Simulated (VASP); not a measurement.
# SiO2 (P6_222) in VASP: relaxation of cell and atoms with LDA

Aim: the relaxation of cell and atoms of SiO2 with LDA.

Program: VASP 6.6.1. These are calculated values, not measurements. Logs are shortened: lines on timing, memory, paths and dates and some standing lists are left out, and cuts for length are marked.

## Step 1: The cell of the first run

Symmetry: P6_222, No. 180, hexagonal system. The conventional cell has a = 5.013 Å, b = 5.013 Å, c = 5.470 Å, α = 90.00°, β = 90.00°, γ = 120.00°. Within 2.2 Å of Si (site symmetry 222) lie 4 O at 1.62 Å. O (site symmetry 2) has 2 Si at 1.62 Å within 2.2 Å.

## Step 2: Relaxation of cell and atoms, LDA

INCAR

```
PREC = Accurate
ENCUT = 600
EDIFF = 1E-7
ISMEAR = -1
SIGMA = 0.02
LREAL = F
LASPH = T
NELM = 60
ALGO = Normal
ISIF = 3
LWAVE = F
LCHARG = F
GGA = CA
IBRION = 2
NSW = 80
EDIFFG = -0.01
```

KPOINTS

```
Automatic mesh
0
Gamma
  6 6 6
```

POSCAR

```
SiO2
1.0
    5.0130000000      0.0000000000      0.0000000000
   -2.5065000000      4.3413853500      0.0000000000
    0.0000000000      0.0000000000      5.4700000000
Si O
3 6
Direct
    0.5000000000      0.5000000000      0.3333333300
    0.0000000000      0.5000000000      0.6666666700
    0.5000000000      0.0000000000      0.0000000000
    0.1970000000      0.8030000000      0.8333333300
    0.3940000000      0.1970000000      0.1666666700
    0.1970000000      0.3940000000      0.5000000000
    0.8030000000      0.1970000000      0.8333333300
    0.6060000000      0.8030000000      0.1666666700
    0.8030000000      0.6060000000      0.5000000000
```

Potentials or basis: VASP PAW LDA potentials, release 64 (Si, O).

Launch:

```
cat potpaw_LDA.64/Si/POTCAR potpaw_LDA.64/O/POTCAR > POTCAR
mpirun -np 1 vasp_std > vasp.out
```

OUTCAR:

```text
PREC = Accurate
   ENCUT = 600
   EDIFF = 1E-7
   ISMEAR = -1
   LREAL = F
   LASPH = T
   NELM = 60
   ISIF = 3
   GGA = CA
   IBRION = 2
   NSW = 80
   EDIFFG = -0.01

 ion  position               nearest neighbor table
   1  0.500  0.500  0.333-   5 1.62   8 1.62   6 1.62   9 1.62   3 3.10   3 3.10   2 3.10   2 3.10

   2  0.000  0.500  0.667-   4 1.62   7 1.62   6 1.62   9 1.62   3 3.10   3 3.10   1 3.10   1 3.10

   3  0.500  0.000  0.000-   4 1.62   7 1.62   5 1.62   8 1.62   1 3.10   2 3.10   1 3.10   2 3.10

   4  0.197  0.803  0.833-   2 1.62   3 1.62
   5  0.394  0.197  0.167-   1 1.62   3 1.62
   6  0.197  0.394  0.500-   1 1.62   2 1.62
   7  0.803  0.197  0.833-   2 1.62   3 1.62
   8  0.606  0.803  0.167-   1 1.62   3 1.62
   9  0.803  0.606  0.500-   1 1.62   2 1.62

  LATTYP: Found a hexagonal cell.
 ALAT       =     5.0130000000
 C/A-ratio  =     1.0911629763

  Lattice vectors:

 A1 = (   5.0130000000,   0.0000000000,   0.0000000000)
 A2 = (  -2.5065000000,   4.3413853500,   0.0000000000)
 A3 = (   0.0000000000,   0.0000000000,   5.4700000000)

Analysis of symmetry for initial positions (statically):
=====================================================================
 Subroutine PRICEL returns:
 Original cell was already a primitive cell.

 Routine SETGRP: Setting up the symmetry group for a
 hexagonal supercell.

 Subroutine GETGRP returns: Found 12 space group operations
 (whereof  4 operations were pure point group operations)
 out of a pool of 24 trial point group operations.

The static configuration has the point symmetry D_2 .
 The point group associated with its full space group is D_6 .

Analysis of symmetry for dynamics (positions and initial velocities):
=====================================================================
 Subroutine PRICEL returns:
 Original cell was already a primitive cell.

 Routine SETGRP: Setting up the symmetry group for a
 hexagonal supercell.

 Subroutine GETGRP returns: Found 12 space group operations
 (whereof  4 operations were pure point group operations)
 out of a pool of 24 trial point group operations.

The dynamic configuration has the point symmetry D_2 .
 The point group associated with its full space group is D_6 .

 Subroutine INISYM returns: Found 12 space group operations
 (whereof  4 operations are pure point group operations),
 and found     1 'primitive' translations

----------------------------------------------------------------------------------------

                                     Primitive cell

  volume of cell :     119.0456

  direct lattice vectors                    reciprocal lattice vectors
     5.013000000  0.000000000  0.000000000     0.199481348  0.115170610  0.000000000
    -2.506500000  4.341385350  0.000000000     0.000000000  0.230341220  0.000000000
     0.000000000  0.000000000  5.470000000     0.000000000  0.000000000  0.182815356

  length of vectors
     5.013000000  5.013000001  5.470000000     0.230341220  0.230341220  0.182815356

  position of ions in fractional coordinates (direct lattice)
     0.500000000  0.500000000  0.333333330
     0.000000000  0.500000000  0.666666670
     0.500000000  0.000000000  0.000000000
     0.197000000  0.803000000  0.833333330
     0.394000000  0.197000000  0.166666670
     0.197000000  0.394000000  0.500000000
     0.803000000  0.197000000  0.833333330
     0.606000000  0.803000000  0.166666670
     0.803000000  0.606000000  0.500000000

  ion indices of the primitive-cell ions
   primitive index   ion index
                 1           1
                 2           2
                 3           3
                 4           4
                 5           5
                 6           6
                 7           7
                 8           8
                 9           9

----------------------------------------------------------------------------------------

 KPOINTS: Automatic mesh

Automatic generation of k-mesh.
 Grid dimensions read from file:
 generate k-points for:    6    6    6

 Generating k-lattice:

  Cartesian coordinates                     Fractional coordinates (reciprocal lattice)
     0.033246891  0.019195102  0.000000000     0.166666667  0.000000000  0.000000000
     0.000000000  0.038390203  0.000000000     0.000000000  0.166666667  0.000000000
     0.000000000  0.000000000  0.030469226     0.000000000  0.000000000  0.166666667

  Length of vectors
     0.038390203  0.038390203  0.030469226

  Shift w.r.t. Gamma in fractional coordinates (k-lattice)
     0.000000000  0.000000000  0.000000000

 Subroutine IBZKPT returns following result:
 ===========================================

 Found     28 irreducible k-points:

 Following reciprocal coordinates:
            Coordinates               Weight
  0.000000  0.000000  0.000000      1.000000
  0.166667 -0.000000  0.000000      6.000000
  0.333333 -0.000000  0.000000      6.000000
  0.500000  0.000000  0.000000      3.000000
  0.166667  0.166667  0.000000      6.000000
  0.333333  0.166667  0.000000     12.000000
[... 16 lines left out ...]
  0.166667 -0.000000  0.500000      6.000000
  0.333333 -0.000000  0.500000      6.000000
 [... further k-points ...]
   k-points           NKPTS =     28   k-points in BZ     NKDIM =     28   number of bands    NBANDS=     29
   number of dos      NEDOS =    301   number of ions     NIONS =      9
   total plane-waves  NPLWV =  76800
   dimension x,y,z NGX =    40 NGY =   40 NGZ =   48
   dimension x,y,z NGXF=    80 NGYF=   80 NGZF=   96
   ions per type =               3   6
   NGX,Y,Z   is equivalent  to a cutoff of  13.27, 13.27, 14.59 a.u.
   NGXF,Y,Z  is equivalent  to a cutoff of  26.53, 26.53, 29.18 a.u.
 SYSTEM =  unknown system
   PREC   = accura    normal or accurate (medium, high low for compatibility)
   ISTART =      0    job   : 0-new  1-cont  2-samecut
   ICHARG =      2    charge: 1-file 2-atom 10-const
   ISPIN  =      1    spin polarized calculation?
   LNONCOLLINEAR =      F non collinear calculations
   LSORBIT =      F    spin-orbit coupling
   LASPH  =      T    aspherical Exc in radial PAW
   ENCUT  =  600.0 eV  44.10 Ry    6.64 a.u.  10.01 10.01 10.92*2*pi/ulx,y,z
   NELM   =     60;   NELMIN=  2; NELMDL= -5     # of ELM steps
   EDIFF  = 0.1E-06   stopping-criterion for ELM
   LREAL  =      F    real-space projection
   EDIFFG = -.1E-01   stopping-criterion for IOM
   NSW    =     80    number of steps for IOM
   IBRION =      2    ionic relax: 0-MD 1-quasi-New 2-CG
   NFREE  =      1    steps in history (QN), initial steepest desc. (CG)
   ISIF   =      3    stress and relaxation
   ISYM   =      2    0-nonsym 1-usesym 2-fastsym
   POTIM  = 0.5000    time-step for ionic-motion
   TEBEG  =    0.0;   TEEND  =   0.0 temperature during run
   PSTRESS=    0.0 pullay stress
   NELECT =      48.0000    total number of electrons
   NUPDOWN=      -1.0000    fix difference up-down
   EMIN   =  10.00;   EMAX   =-10.00  energy-range for DOS
   EFERMI =   0.00;   METHOD = LEGACY
   ISMEAR =    -1;   SIGMA  =   0.02  broadening in eV -4-tet -1-fermi 0-gaus
   EFERMI_NEDOS =   21; number of points for ismear=-14 and -15
   IALGO  =     38    algorithm
   IMIX   =      4    mixing-type and parameters
     AMIX     =   0.40;   BMIX     =  1.00
     AMIX_MAG =   1.60;   BMIX_MAG =  1.00
  volume/ion in A,a.u.               =      13.23        89.26
  Fermi-wavevector in a.u.,A,eV,Ry     =   1.209439  2.285509 19.901837  1.462744
  Thomas-Fermi vector in A             =   2.345017
   LORBIT       =      0    0 simple, 1 ext, 2 COOP (PROOUT), +10 PAW based schemes
   GGA     = CA    functional components
   LHFCALC =     F    Hartree Fock is set to
   AEXX    =    0.0000 exact exchange contribution
   IVDW    =     0    specifies the selected vdW correction
   LEPSILON=     F    determine dielectric tensor
   LRPA    =     F    only Hartree local field effects (RPA)
 conjugate gradient relaxation of ions
 non-spin polarized calculation
  energy-cutoff  :      600.00
  volume of cell :      119.05
 maximum number of plane-waves:      3984
   NGX = 21   NGY = 21   NGZ = 21

--------------------------------------- Ionic step        1  -------------------------------------------

 number of electron      47.9999982 magnetization

 Free energy of the ion-electron system (eV)
  ---------------------------------------------------
  ext. energy  EPLUGINS =         0.00000000
  ---------------------------------------------------
  free energy    TOTEN  =       -77.59259332 eV

  energy without entropy =      -77.59259332  energy(sigma->0) =      -77.59259332

------------------------ aborting loop because EDIFF is reached ----------------------------------------

  FORCE on cell =-STRESS in cart. coord.  units (eV):
  Direction    XX          YY          ZZ          XY          YZ          ZX
  --------------------------------------------------------------------------------------
  -------------------------------------------------------------------------------------
  Total       -2.1883790     -2.1883790     -0.1067254     -0.0000000      0.0000000      0.0000000
  in kB      -29.4523365    -29.4523365     -1.4363656     -0.0000000      0.0000000      0.0000000
  external PRESSURE =     -20.1136795 kB  Pullay stress =       0.0000000 kB
[... 73 lines left out ...]
--------------------------------------- Ionic step        3  -------------------------------------------

 number of electron      47.9999999 magnetization

 E-fermi :   1.0882     XC(G=0):  -9.5763

 val. band max:        0.6577162279   @ k =   0.0000   0.0000   0.5000
 cond. band min:       6.1985051303   @ k =   0.0000   0.0000   0.0000
 fundamental gap:      5.5407889024
 Fermi energy:         1.0882169109

 k-point     1 :       0.0000    0.0000    0.0000
  band No.  band energies     occupation
      1     -18.6802      2.00000
      2     -17.0993      2.00000
      3     -17.0993      2.00000
      4     -16.4596      2.00000
      5     -16.4596      2.00000
      6     -16.3412      2.00000
[... 795 lines left out ...]
  FREE ENERGIE OF THE ION-ELECTRON SYSTEM (eV)
  ---------------------------------------------------
  free  energy   TOTEN  =       -77.7131476503 eV

  energy  without entropy=      -77.7131476503  energy(sigma->0) =      -77.71314765

[... ionic steps 4 to 10 ...]

--------------------------------------- Ionic step       11  -------------------------------------------

 number of electron      47.9999979 magnetization

------------------------ aborting loop because EDIFF is reached ----------------------------------------
[... 81 lines left out ...]
--------------------------------------- Ionic step       13  -------------------------------------------

 number of electron      47.9999979 magnetization

 Free energy of the ion-electron system (eV)
  ---------------------------------------------------
  ext. energy  EPLUGINS =         0.00000000
  ---------------------------------------------------
  free energy    TOTEN  =       -77.83029211 eV

  energy without entropy =      -77.83029211  energy(sigma->0) =      -77.83029211

 E-fermi :   0.8515     XC(G=0):  -9.3490

 val. band max:        0.3394126569   @ k =   0.5000   0.0000   0.0000
 cond. band min:       5.8259585419   @ k =   0.0000   0.0000   0.0000
 fundamental gap:      5.4865458849
 Fermi energy:         0.8514954495

 k-point     1 :       0.0000    0.0000    0.0000
  band No.  band energies     occupation
      1     -18.8889      2.00000
      2     -17.3699      2.00000
      3     -17.3699      2.00000
      4     -16.7317      2.00000
      5     -16.6846      2.00000
      6     -16.6846      2.00000
[... 795 lines left out ...]
  FREE ENERGIE OF THE ION-ELECTRON SYSTEM (eV)
  ---------------------------------------------------
  free  energy   TOTEN  =       -77.8302921138 eV

  energy  without entropy=      -77.8302921138  energy(sigma->0) =      -77.83029211

 reached required accuracy - stopping structural energy minimisation
```

Run time: 19 min. Hardware: 1 thread of Intel Xeon 8259CL, shared host; peak memory 0.26 GiB.

What came out:

```yaml
Free_energy: -77.8303 eV
Relaxed_volume: 13.54 Å³/atom
Relaxed_cell: a = 5.044 Å, b = 5.044 Å, c = 5.530 Å, α = 90.00°, β = 90.00°, γ = 120.00°
Space_group_after_relaxing_to_0.1_Å: P6_222 (No. 180)
Energy_gained_by_relaxing: 26.4 meV/atom
Ionic_steps: 13
Pressure_after_relaxing: 0.0 GPa
Largest_force_after_relaxing: 0.007 eV/Å
Band_gap_on_the_k_mesh: 5.49 eV (least direct gap 5.68 eV)
```

Forces on the atoms (eV/Å):
```
Si   0.000  0.000  0.000
Si   0.000  0.000  0.000
Si   0.000  0.000  0.000
O   -0.006  0.004  0.000
O   -0.006 -0.004  0.000
O    0.000 -0.007  0.000
O    0.006 -0.004  0.000
O    0.006  0.004  0.000
O    0.000  0.007  0.000
```

Step by step:
| step | energy change (eV) | largest force (eV/Å) | pressure (GPa) | volume (Å³) |
| --- | --- | --- | --- | --- |
| 1 | 0.0000 | 0.9011 | -2.01 | 119.05 |
| 2 | -0.1163 | 0.1639 | 5.75 | 116.20 |
| 3 | -0.1206 | 0.2801 | 4.46 | 116.65 |
| 4 | -0.2242 | 0.1116 | 0.92 | 120.24 |
| 5 | -0.2319 | 0.0550 | -0.30 | 121.57 |
| 6 | -0.2344 | 0.0024 | 0.23 | 121.45 |
| 7 | -0.2347 | 0.0350 | 0.52 | 121.38 |
| 8 | -0.2363 | 0.0341 | 0.16 | 121.71 |
| 9 | -0.2367 | 0.0335 | -0.14 | 122.00 |
| 10 | -0.2372 | 0.0303 | -0.04 | 121.92 |
| 11 | -0.2376 | 0.0232 | 0.17 | 121.72 |
| 12 | -0.2376 | 0.0046 | -0.19 | 121.89 |
| 13 | -0.2377 | 0.0073 | -0.04 | 121.82 |

Final structure:
```
CELL_PARAMETERS angstrom
5.04357 0.00000 0.00000
-2.52179 4.36786 0.00000
0.00000 0.00000 5.52982
ATOMIC_POSITIONS crystal
Si 0.50000 0.50000 0.33333
Si 0.00000 0.50000 0.66667
Si 0.50000 0.00000 0.00000
O 0.20808 0.79192 0.83333
O 0.41617 0.20808 0.16667
O 0.20808 0.41617 0.50000
O 0.79192 0.20808 0.83333
O 0.58383 0.79192 0.16667
O 0.79192 0.58383 0.50000
```

Levels at points of the mesh, in eV from the valence-band top:
```
           k point  band 21  band 22  band 23  band 24  band 25  band 26  band 27  band 28
(0.00, 0.00, 0.00)    -1.02    -0.49    -0.49    -0.19     5.49     8.72     8.72     9.00
(0.50, 0.00, 0.00)    -1.20    -1.02    -0.36     0.00     7.53     8.37     9.39     9.46
(0.00, 0.00, 0.50)    -1.20    -0.29     0.00     0.00     7.31     7.31     8.19     9.59
(0.50, 0.00, 0.50)    -0.95    -0.75    -0.71    -0.35     8.56     8.98     8.99     9.14
```
